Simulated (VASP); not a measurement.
# PbSe (I4/mmm) in VASP: settings compared, part 2 of 2

VASP 6.6.1.

## 3. Single point, r2SCAN (epitaxial xy strain +4.0%)

POSCAR reads:

```
PbSe
1.0
    0.0000000000      3.2122503079      3.0630789579
    3.2122503079      0.0000000000      3.0630789579
    3.2122503079      3.2122503079      0.0000000000
Pb Se
1 1
Direct
    0.0000000000      0.0000000000      0.0000000000
    0.5000000000      0.5000000000      0.5000000000
```

INCAR.step1 reads:

```
SYSTEM = PbSe
ALGO = Normal ; EDIFF = 1E-5
ENCUT = 550 ; GGA = PE
GGA_COMPAT = .FALSE. ; ISMEAR = 0
LASPH = .TRUE. ; LCHARG = .FALSE.
LREAL = .FALSE. ; LWAVE = .TRUE.
NBANDS = 17 ; NELM = 120
PREC = Accurate ; SIGMA = 0.01
```

INCAR.step2 reads:

```
SYSTEM = PbSe
ALGO = Normal ; EDIFF = 1E-6
ENCUT = 550 ; GGA_COMPAT = .FALSE.
ISIF = 2 ; ISMEAR = 0
ISTART = 1 ; LASPH = .TRUE.
LCHARG = .FALSE. ; LMIXTAU = .TRUE.
LREAL = .FALSE. ; LWAVE = .FALSE.
METAGGA = R2SCAN ; NBANDS = 17
NELM = 120 ; PREC = Accurate
SIGMA = 0.01
```

KPOINTS reads:

```
k-points
0
G
  8 8 8
  0 0 0
```

Potentials or basis: VASP PAW PBE potentials, release 64 (Pb_d, Se).

On the command line:

```console
> cat potpaw_PBE.64/Pb_d/POTCAR potpaw_PBE.64/Se/POTCAR > POTCAR
> cp INCAR.step1 INCAR
> mpirun -np 1 vasp_std > vasp.out
> cp INCAR.step2 INCAR
> mpirun -np 1 vasp_std > vasp.out
```

OUTCAR:

```text
SYSTEM = PbSe
   EDIFF = 1E-6
   ENCUT = 550
   ISIF = 2
   ISMEAR = 0
   ISTART = 1
   LASPH = .TRUE.
   LREAL = .FALSE.
   METAGGA = R2SCAN
   NELM = 120
   PREC = Accurate

 ion  position               nearest neighbor table
   1  0.000  0.000  0.000-   2 3.06   2 3.06   2 3.21   2 3.21   2 3.21   2 3.21
   2  0.500  0.500  0.500-   1 3.06   1 3.06   1 3.21   1 3.21   1 3.21   1 3.21

  LATTYP: Found a body centered tetragonal cell.
 ALAT       =     4.5428079512
 C/A-ratio  =     1.3485399299

  Lattice vectors:

 A1 = (   0.0000000000,  -3.2122503079,  -3.0630789579)
 A2 = (   0.0000000000,   3.2122503079,  -3.0630789579)
 A3 = (   3.2122503079,   0.0000000000,   3.0630789579)

Analysis of symmetry for initial positions (statically):
=====================================================================
 Subroutine PRICEL returns:
 Original cell was already a primitive cell.

 Routine SETGRP: Setting up the symmetry group for a
 body centered tetragonal supercell.

 Subroutine GETGRP returns: Found 16 space group operations
 (whereof 16 operations were pure point group operations)
 out of a pool of 16 trial point group operations.

The static configuration has the point symmetry D_4h.

Analysis of symmetry for dynamics (positions and initial velocities):
=====================================================================
 Subroutine PRICEL returns:
 Original cell was already a primitive cell.

 Routine SETGRP: Setting up the symmetry group for a
 body centered tetragonal supercell.

 Subroutine GETGRP returns: Found 16 space group operations
 (whereof 16 operations were pure point group operations)
 out of a pool of 16 trial point group operations.

The dynamic configuration has the point symmetry D_4h.

 Subroutine INISYM returns: Found 16 space group operations
 (whereof 16 operations are pure point group operations),
 and found     1 'primitive' translations

----------------------------------------------------------------------------------------

                                     Primitive cell

[... 106 lines left out ...]
   EFERMI_NEDOS =   21; number of points for ismear=-14 and -15
   IALGO  =     38    algorithm
   IMIX   =      4    mixing-type and parameters
     AMIX     =   0.40;   BMIX     =  1.00
     AMIX_MAG =   1.60;   BMIX_MAG =  1.00
  volume/ion in A,a.u.               =      31.61       213.29
  Fermi-wavevector in a.u.,A,eV,Ry     =   1.115533  2.108052 16.931286  1.244414
  Thomas-Fermi vector in A             =   2.252139
   LORBIT       =      0    0 simple, 1 ext, 2 COOP (PROOUT), +10 PAW based schemes
   METAGGA = R2SCAN    functional components
   LHFCALC =     F    Hartree Fock is set to
   AEXX    =    0.0000 exact exchange contribution
   IVDW    =     0    specifies the selected vdW correction
   LEPSILON=     F    determine dielectric tensor
   LRPA    =     F    only Hartree local field effects (RPA)
 non-spin polarized calculation
 Gauss-broadening in eV      SIGMA  =   0.01
  energy-cutoff  :      550.00
  volume of cell :       63.21
 maximum number of plane-waves:      1875
 NGX is ok and might be reduce to    36
   NGX = 17   NGY = 17   NGZ = 17

 number of electron      19.9999996 magnetization

 Free energy of the ion-electron system (eV)
  ---------------------------------------------------
  ext. energy  EPLUGINS =         0.00000000
  ---------------------------------------------------
  free energy    TOTEN  =       -71.87128321 eV

  energy without entropy =      -71.87128321  energy(sigma->0) =      -71.87128321

 E-fermi :   3.8168     XC(G=0):  -9.5895

 val. band max:        3.7347796591   @ k =   0.5000   0.0000   0.0000
 cond. band min:       4.5443510867   @ k =   0.5000   0.0000   0.0000
 fundamental gap:      0.8095714276
 Fermi energy:         3.8168446792

 k-point     1 :       0.0000    0.0000    0.0000
  band No.  band energies     occupation
      1     -13.5964      2.00000
      2     -13.5913      2.00000
      3     -13.5758      2.00000
      4     -13.5758      2.00000
      5     -13.5621      2.00000
      6      -9.5955      2.00000
[... 457 lines left out ...]
      4     -13.5677      2.00000
      5     -13.5560      2.00000
      6      -8.9308      2.00000
[... 9 lines left out ...]
     16      13.8325      0.00000
     17      15.0758      0.00000

 [... further k-points ...]
[... 5 lines left out ...]
  --------------------------------------------------------------------------------------
  -------------------------------------------------------------------------------------
  Total       -1.6684620     -1.6684620      0.0075840      0.0000000      0.0000000     -0.0000000
  in kB      -42.2882726    -42.2882726      0.1922213      0.0000000      0.0000000     -0.0000000
  external PRESSURE =     -28.1281080 kB  Pullay stress =       0.0000000 kB

 VOLUME and BASIS-vectors are now :
 -----------------------------------------------------------------------------
  energy-cutoff  :      550.00
  volume of cell :       63.21
      direct lattice vectors                 reciprocal lattice vectors
     0.000000000  3.212250308  3.063078958    -0.155654122  0.155654122  0.163234447
     3.212250308  0.000000000  3.063078958     0.155654122 -0.155654122  0.163234447
     3.212250308  3.212250308  0.000000000     0.155654122  0.155654122 -0.163234447

 POSITION                                       TOTAL-FORCE (eV/Angst)
 -----------------------------------------------------------------------------------
      0.00000      0.00000      0.00000        -0.000000      0.000000      0.000000
      3.21225      3.21225      3.06308         0.000000     -0.000000     -0.000000
 -----------------------------------------------------------------------------------
    total drift:                                0.000000      0.000000      0.000000

  FREE ENERGIE OF THE ION-ELECTRON SYSTEM (eV)
  ---------------------------------------------------
  free  energy   TOTEN  =       -71.8712832142 eV

  energy  without entropy=      -71.8712832142  energy(sigma->0) =      -71.87128321
```

Run time: 1.7 min. Hardware: 1 thread of Intel Xeon 6975P-C (Granite Rapids), shared host; peak memory 0.25 GiB.

What came out:

```yaml
Free_energy: -71.8713 eV
Pressure: -2.8 GPa
Band_gap_on_the_k_mesh: 0.81 eV, direct
```

Stress tensor (GPa, compression positive):
```
-4.23  0.00  0.00
 0.00 -4.23  0.00
 0.00  0.00  0.02
```

Caveat: the cell differs from its parent crystal (epitaxial xy strain +4.0%); the PAW data sets were made with another functional, which shifts forces and pressure a little; spin-orbit coupling is left out, which moves the levels of the heavy elements. A k mesh can miss the band edges.
